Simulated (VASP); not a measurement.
Runs of VASP 6.6.1 on HfC. The structure is that of space group I-4m2 (No. 119), or close to it. The cells are those of the table. 

```tsv
task	cell	k mesh	cutoff (eV)	smearing	gap on the mesh (eV)	pressure (GPa)
single point	a = 3.690 Å, angles 97.5, 97.5, 137.8°, 2 atoms	8 × 8 × 8	520	gaussian 0.1 eV	none	(b)
single point	a = 3.358 Å, angles 106.4, 106.4, 115.7°, 2 atoms	14 × 14 × 14	520	gaussian 0.01 eV	(a)	-0.7
single point	a = 3.357 Å, angles 106.5, 106.5, 115.7°, 2 atoms	8 × 8 × 8	520	gaussian 0.1 eV	0.20	-0.6
relaxation of cell and atoms	relaxed from a = 3.690 Å, angles 97.5, 97.5, 137.8°, 2 atoms	8 × 8 × 8	600	gaussian 0.1 eV	-	0.3
```

Alike in all rows: level PBE; potentials or basis VASP PAW PBE potentials, release 64 (Hf_pv, C); no spin polarisation.

Q: Fill in the values left out.

A: (a) 0.06; (b) -24.9.

Caveats: spin-orbit coupling is left out, which moves the levels of the heavy elements.

A k mesh can miss the band edges, and the runs leave out spin-orbit coupling on Hf.

A gap of «none» marks levels without a gap at the run's occupations.
